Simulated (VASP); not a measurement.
# RuF2 (R-3m) in VASP: single point with PBE+U

Aim: the single point of RuF2 with PBE+U.

All numbers are computed with VASP 6.6.1; they aren't measurements. Logs are shortened: lines on timing, memory, paths and dates and some standing lists are left out, and cuts for length are marked.

### 1 The cell of the first run

The structure is trigonal, space group R-3m (No. 166). The conventional cell has a = 2.953 Å, b = 2.953 Å, c = 13.393 Å, α = 90.00°, β = 90.00°, γ = 120.00°. Ru (site symmetry -3m) has 6 F at 2.02 Å within 2.7 Å. F (site symmetry 3m) has 3 Ru at 2.02 Å within 2.7 Å.

### 2 Single point, PBE+U, collinear spin, ferromagnetic start

INCAR

```
  PREC = Accurate
  ENCUT = 520
  EDIFF = 1E-7
  ISMEAR = 0
  SIGMA = 0.05
  LREAL = F
  LASPH = T
  NELM = 150
  ALGO = Normal
  ISIF = 2
  LWAVE = F
  LCHARG = T
  ISPIN = 2
  MAGMOM = 4 0 0
  LORBIT = 11
  LMAXMIX = 4
  LDAU = T
  LDAUTYPE = 1
  LDAUL = 2 -1
  LDAUU = 8 0
  LDAUJ = 0.9 0
  LDAUPRINT = 1
  GGA = PE
  LELF = T
  LVHAR = T
  NBANDS = 25
```

KPOINTS

```
Automatic mesh
0
Gamma
  7 7 7
```

POSCAR

```
RuF2
1.0
    1.4766179400      0.8525257600      4.4643721500
   -1.4766179400      0.8525257600      4.4643721500
    0.0000000000     -1.7050515300      4.4643721500
Ru F
1 2
Direct
    0.0000000000      0.0000000000      0.0000000000
    0.2520000000      0.2520000000      0.2520000000
    0.7480000000      0.7480000000      0.7480000000
```

Potentials or basis: VASP PAW PBE potentials, release 64 (Ru_pv, F).

On the command line:

```console
> cat potpaw_PBE.64/Ru_pv/POTCAR potpaw_PBE.64/F/POTCAR > POTCAR
> mpirun -np 1 vasp_std > vasp.out
```

OUTCAR:

```text
PREC = Accurate
   ENCUT = 520
   EDIFF = 1E-7
   ISMEAR = 0
   LREAL = F
   LASPH = T
   NELM = 150
   ISIF = 2
   ISPIN = 2
   LORBIT = 11
   GGA = PE

 ion  position               nearest neighbor table
   1  0.000  0.000  0.000-   3 2.02   2 2.02   3 2.02   3 2.02   2 2.02   2 2.02
   2  0.252  0.252  0.252-   1 2.02   1 2.02   1 2.02
   3  0.748  0.748  0.748-   1 2.02   1 2.02   1 2.02

  LATTYP: Found a trigonal (rhomboedric) cell.
 ALAT       =     4.7788931151
 COS(alpha) =     0.8090535270

  Lattice vectors:

 A1 = (   1.4766179400,   0.8525257600,   4.4643721500)
 A2 = (  -1.4766179400,   0.8525257600,   4.4643721500)
 A3 = (   0.0000000000,  -1.7050515300,   4.4643721500)

Analysis of symmetry for initial positions (statically):
=====================================================================
 Subroutine PRICEL returns:
 Original cell was already a primitive cell.

 Routine SETGRP: Setting up the symmetry group for a
 trigonal (rhombohedral) supercell.

 Subroutine GETGRP returns: Found 12 space group operations
 (whereof 12 operations were pure point group operations)
 out of a pool of 12 trial point group operations.

The static configuration has the point symmetry D_3d.

Analysis of symmetry for dynamics (positions and initial velocities):
=====================================================================
 Subroutine PRICEL returns:
 Original cell was already a primitive cell.

 Routine SETGRP: Setting up the symmetry group for a
 trigonal (rhombohedral) supercell.

 Subroutine GETGRP returns: Found 12 space group operations
 (whereof 12 operations were pure point group operations)
 out of a pool of 12 trial point group operations.

The dynamic configuration has the point symmetry D_3d.

Analysis of structural, dynamic, and magnetic symmetry:
=====================================================================
 Subroutine PRICEL returns:
 Original cell was already a primitive cell.

 Routine SETGRP: Setting up the symmetry group for a
 trigonal (rhombohedral) supercell.

 Subroutine GETGRP returns: Found 12 space group operations
 (whereof 12 operations were pure point group operations)
 out of a pool of 12 trial point group operations.

The overall configuration has the point symmetry D_3d.

 Subroutine INISYM returns: Found 12 space group operations
 (whereof 12 operations are pure point group operations),
 and found     1 'primitive' translations

----------------------------------------------------------------------------------------

                                     Primitive cell

  volume of cell :      33.7200

  direct lattice vectors                    reciprocal lattice vectors
     1.476617940  0.852525760  4.464372150     0.338611625  0.195497513  0.074665221
    -1.476617940  0.852525760  4.464372150    -0.338611625  0.195497513  0.074665221
     0.000000000 -1.705051530  4.464372150     0.000000000 -0.390995026  0.074665221

  length of vectors
     4.778893115  4.778893115  4.778893116     0.398060304  0.398060304  0.398060304

  position of ions in fractional coordinates (direct lattice)
     0.000000000  0.000000000  0.000000000
     0.252000000  0.252000000  0.252000000
     0.748000000  0.748000000  0.748000000

  ion indices of the primitive-cell ions
   primitive index   ion index
                 1           1
                 2           2
                 3           3

[... 68 lines left out ...]
   LASPH  =      T    aspherical Exc in radial PAW
   ENCUT  =  520.0 eV  38.22 Ry    6.18 a.u.   8.89  8.89  8.89*2*pi/ulx,y,z
   NELM   =    150;   NELMIN=  2; NELMDL= -5     # of ELM steps
   EDIFF  = 0.1E-06   stopping-criterion for ELM
   LREAL  =      F    real-space projection
   EDIFFG = 0.1E-05   stopping-criterion for IOM
   NSW    =      0    number of steps for IOM
   IBRION =     -1    ionic relax: 0-MD 1-quasi-New 2-CG
   NFREE  =      0    steps in history (QN), initial steepest desc. (CG)
   ISIF   =      2    stress and relaxation
   ISYM   =      2    0-nonsym 1-usesym 2-fastsym
   POTIM  = 0.5000    time-step for ionic-motion
   TEBEG  =    0.0;   TEEND  =   0.0 temperature during run
   PSTRESS=    0.0 pullay stress
   NELECT =      28.0000    total number of electrons
   NUPDOWN=      -1.0000    fix difference up-down
   EMIN   =  10.00;   EMAX   =-10.00  energy-range for DOS
   EFERMI =   0.00;   METHOD = LEGACY
   ISMEAR =     0;   SIGMA  =   0.05  broadening in eV -4-tet -1-fermi 0-gaus
   EFERMI_NEDOS =   21; number of points for ismear=-14 and -15
   IALGO  =     38    algorithm
   IMIX   =      4    mixing-type and parameters
     AMIX     =   0.40;   BMIX     =  1.00
     AMIX_MAG =   1.60;   BMIX_MAG =  1.00
  volume/ion in A,a.u.               =      11.24        75.85
  Fermi-wavevector in a.u.,A,eV,Ry     =   1.538739  2.907796 32.214772  2.367719
  Thomas-Fermi vector in A             =   2.645066
   LORBIT       =     11    0 simple, 1 ext, 2 COOP (PROOUT), +10 PAW based schemes
 LDA+U is selected, type is set to LDAUTYPE =  1
   angular momentum for each species LDAUL =     2   -1
   U (eV)           for each species LDAUU =   8.0  0.0
   J (eV)           for each species LDAUJ =   0.9  0.0
   GGA     = PE    functional components
   LHFCALC =     F    Hartree Fock is set to
   AEXX    =    0.0000 exact exchange contribution
   IVDW    =     0    specifies the selected vdW correction
   LEPSILON=     F    determine dielectric tensor
   LRPA    =     F    only Hartree local field effects (RPA)
 spin polarized calculation
 Gauss-broadening in eV      SIGMA  =   0.05
  energy-cutoff  :      520.00
  volume of cell :       33.72
 maximum number of plane-waves:       931
   NGX = 17   NGY = 17   NGZ = 17

atom =   1  type =  1  l = 2

 onsite density matrix

spin component  1

  0.9629 -0.0000 -0.0000  0.0379  0.0000
 -0.0000  0.9838 -0.0000  0.0000  0.0379
 -0.0000 -0.0000  0.9426 -0.0000 -0.0000
  0.0379  0.0000 -0.0000  0.9838 -0.0000
  0.0000  0.0379 -0.0000 -0.0000  0.9629

spin component  2

  0.2820 -0.0000  0.0000 -0.1469  0.0000
 -0.0000  0.3140  0.0000 -0.0000 -0.1469
  0.0000  0.0000  0.0566  0.0000 -0.0000
 -0.1469 -0.0000  0.0000  0.3140 -0.0000
  0.0000 -0.1469 -0.0000 -0.0000  0.2820

 occupancies and eigenvectors

  o =  0.0566  v =  0.0000  0.0000  0.0000  0.0000  0.0000 -0.0000  0.0000  1.0000 -0.0000  0.0000      0.0000  0.0000  0.0000  0.0000  0.0000  0.0000  0.0000  0.0000  0.0000  0.0000
  o =  0.1503  v =  0.0000  0.0000  0.0000  0.0000  0.0000  0.0000  0.6677 -0.0000  0.0000  0.7444      0.0000  0.0000  0.0000  0.0000  0.0000  0.0000  0.0000  0.0000  0.0000  0.0000
  o =  0.1503  v =  0.0000  0.0000  0.0000  0.0000  0.0000  0.7444 -0.0000  0.0000  0.6677 -0.0000      0.0000  0.0000  0.0000  0.0000  0.0000  0.0000  0.0000  0.0000  0.0000  0.0000
  o =  0.4458  v =  0.0000  0.0000  0.0000  0.0000  0.0000  0.0000 -0.7444 -0.0000 -0.0000  0.6677      0.0000  0.0000  0.0000  0.0000  0.0000  0.0000  0.0000  0.0000  0.0000  0.0000
  o =  0.4458  v =  0.0000  0.0000  0.0000  0.0000  0.0000  0.6677  0.0000 -0.0000 -0.7444 -0.0000      0.0000  0.0000  0.0000  0.0000  0.0000  0.0000  0.0000  0.0000  0.0000  0.0000
  o =  0.9340  v =  0.0000 -0.6061  0.0000 -0.0000  0.7954  0.0000  0.0000  0.0000  0.0000  0.0000      0.0000  0.0000  0.0000  0.0000  0.0000  0.0000  0.0000  0.0000  0.0000  0.0000
  o =  0.9340  v = -0.7954  0.0000 -0.0000  0.6061  0.0000  0.0000  0.0000  0.0000  0.0000  0.0000      0.0000  0.0000  0.0000  0.0000  0.0000  0.0000  0.0000  0.0000  0.0000  0.0000
  o =  0.9426  v =  0.0000  0.0000  1.0000  0.0000 -0.0000  0.0000  0.0000  0.0000  0.0000  0.0000      0.0000  0.0000  0.0000  0.0000  0.0000  0.0000  0.0000  0.0000  0.0000  0.0000
  o =  1.0127  v =  0.0000 -0.7954  0.0000  0.0000 -0.6061  0.0000  0.0000  0.0000  0.0000  0.0000      0.0000  0.0000  0.0000  0.0000  0.0000  0.0000  0.0000  0.0000  0.0000  0.0000
  o =  1.0127  v =  0.6061  0.0000 -0.0000  0.7954  0.0000  0.0000  0.0000  0.0000  0.0000  0.0000      0.0000  0.0000  0.0000  0.0000  0.0000  0.0000  0.0000  0.0000  0.0000  0.0000

 number of electron      28.0000002 magnetization       3.9999999

 Free energy of the ion-electron system (eV)
  ---------------------------------------------------
  ext. energy  EPLUGINS =         0.00000000
  ---------------------------------------------------
  free energy    TOTEN  =        -8.90296246 eV

  energy without entropy =       -8.90190056  energy(sigma->0) =       -8.90243151

 E-fermi :   6.8283     XC(G=0): -11.2009

 val. band max:        6.8081318088   @ k =   0.4286   0.2857   0.2857
 cond. band min:       6.9193782727   @ k =  -0.2857   0.4286   0.1429
 fundamental gap:      0.1112464640
 Fermi energy:         6.8283289522

 spin component 1

 k-point     1 :       0.0000    0.0000    0.0000
  band No.  band energies     occupation
      1     -37.7454      1.00000
      2     -37.4048      1.00000
      3     -37.4048      1.00000
      4     -19.4040      1.00000
      5     -18.3951      1.00000
      6      -3.8728      1.00000
[... 1337 lines left out ...]
     24      27.2909      0.00000
     25      28.1663      0.00000

 [... further k-points ...]
[... 5 lines left out ...]
  --------------------------------------------------------------------------------------
  -------------------------------------------------------------------------------------
  Total       16.5751145     16.5751144     11.9329263      0.0000000     -0.0000000     -0.0000000
  in kB      787.5530641    787.5530607    566.9832737      0.0000000     -0.0000004     -0.0000000
  external PRESSURE =     714.0297995 kB  Pullay stress =       0.0000000 kB

 VOLUME and BASIS-vectors are now :
 -----------------------------------------------------------------------------
  energy-cutoff  :      520.00
  volume of cell :       33.72
      direct lattice vectors                 reciprocal lattice vectors
     1.476617940  0.852525760  4.464372150     0.338611625  0.195497513  0.074665221
    -1.476617940  0.852525760  4.464372150    -0.338611625  0.195497513  0.074665221
     0.000000000 -1.705051530  4.464372150     0.000000000 -0.390995026  0.074665221

 POSITION                                       TOTAL-FORCE (eV/Angst)
 -----------------------------------------------------------------------------------
      0.00000      0.00000      0.00000         0.000000     -0.000000     -0.000000
      0.00000     -0.00000      3.37507         0.000000      0.000000     -5.074362
      0.00000     -0.00000     10.01805         0.000000     -0.000000      5.074362
 -----------------------------------------------------------------------------------
    total drift:                               -0.000000      0.000000     -0.000000

  FREE ENERGIE OF THE ION-ELECTRON SYSTEM (eV)
  ---------------------------------------------------
  free  energy   TOTEN  =        -8.9029624632 eV

  energy  without entropy=       -8.9019005629  energy(sigma->0) =       -8.90243151

 total charge

# of ion       s       p       d       tot
------------------------------------------
    1        0.247   6.229   6.036  12.512
    2        1.748   4.422   0.000   6.171
    3        1.748   4.422   0.000   6.171
--------------------------------------------------
tot          3.744  15.073   6.036  24.854

 magnetization (x)

# of ion       s       p       d       tot
------------------------------------------
    1        0.012   0.019   3.574   3.604
    2        0.015   0.156   0.000   0.170
    3        0.015   0.156   0.000   0.170
--------------------------------------------------
tot          0.041   0.330   3.574   3.944
```

Wall time 2.4 min (1 thread of Intel Xeon Platinum 8375C at 2.90GHz (Ice Lake), shared host); peak memory 0.27 GiB.

What came out:

| Item | Value |
| --- | --- |
| Free energy | -8.9030 eV |
| Pressure | 71.4 GPa |
| Largest force | 5.074 eV/Å |
| Band gap on the k mesh | zero (filled and empty bands overlap) |
| Net moment | 4.00 μB per cell |
| Site moments | Ru +3.60; F +0.17 μB |
| Valence electrons inside the program's atomic spheres | Ru 12.51; F 6.17 |

Forces in eV/Å, atoms in the order of the input:
```
Ru   0.000  0.000  0.000
F    0.000  0.000 -5.074
F    0.000  0.000  5.074
```

Stress tensor (GPa, compression positive):
```
78.76  0.00  0.00
 0.00 78.76  0.00
 0.00  0.00 56.70
```

Levels at points of the mesh, in eV from the Fermi level:
Spin up:
| k point | band 13 | band 14 | band 15 | band 16 | band 17 | band 18 | band 19 | band 20 |
| --- | --- | --- | --- | --- | --- | --- | --- | --- |
| (0.00, 0.00, 0.00) | -5.51 | -4.08 | -1.47 | -1.47 | 1.57 | 7.08 | 9.49 | 11.70 |
Spin down:
| k point | band 10 | band 11 | band 12 | band 13 | band 14 | band 15 |
| --- | --- | --- | --- | --- | --- | --- |
| (0.00, 0.00, 0.00) | -5.79 | -5.43 | -0.39 | -0.39 | 2.18 | 3.08 |

Eigenvalues of the final occupation matrices:
| site | spin | trace | eigenvalues |
| --- | --- | --- | --- |
| site 1 d | 1 | 4.84 | 0.93 0.93 0.94 1.01 1.01 |
| site 1 d | 2 | 1.25 | 0.06 0.15 0.15 0.45 0.45 |

Caveat: forces of over 1 eV/Å act on the atoms, so gaps and moduli don't describe the material at rest. The state reached can hang on the start; a lower one may exist.
